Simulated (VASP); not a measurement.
Runs of VASP 6.6.1 on Si. The structure is that of space group P6_3/mmc (No. 194), or close to it. The cells are those of the table. This isn't the form of Si at room conditions, which is diamond.

| task | cell | gap on the mesh (eV) | pressure (GPa) |
| --- | --- | --- | --- |
| single point | a = 3.844, b = 3.844, c = 6.306 Å, angles 90.0, 90.0, 120.0°, 4 atoms | 0.32 | -0.5 |
| single point | a = 3.844, b = 3.844, c = 6.315 Å, angles 90.0, 90.0, 120.0°, 4 atoms | 0.33 | (a) |
| relaxation of the atoms | atoms relaxed from a = 3.844, b = 3.844, c = 6.306 Å, angles 90.0, 90.0, 120.0°, 4 atoms | 0.32 | -0.5 |
| single point | a = 3.844, b = 3.844, c = 6.313 Å, angles 90.0, 90.0, 120.0°, 4 atoms | 0.33 | -0.6 |

Alike in all rows: level PBEsol; potentials or basis VASP PAW PBE potentials, release 64 (Si); no spin polarisation; k mesh 9 × 9 × 6; cutoff (eV) 520; smearing gaussian 0.01 eV.

**Question.** Estimate the missing entries.

**Answer.** (a) -0.7.

Caveats: the PAW data sets were made with another functional, which shifts forces and pressure a little; an odd mesh through Γ misses points on the zone boundary, where band edges can lie.
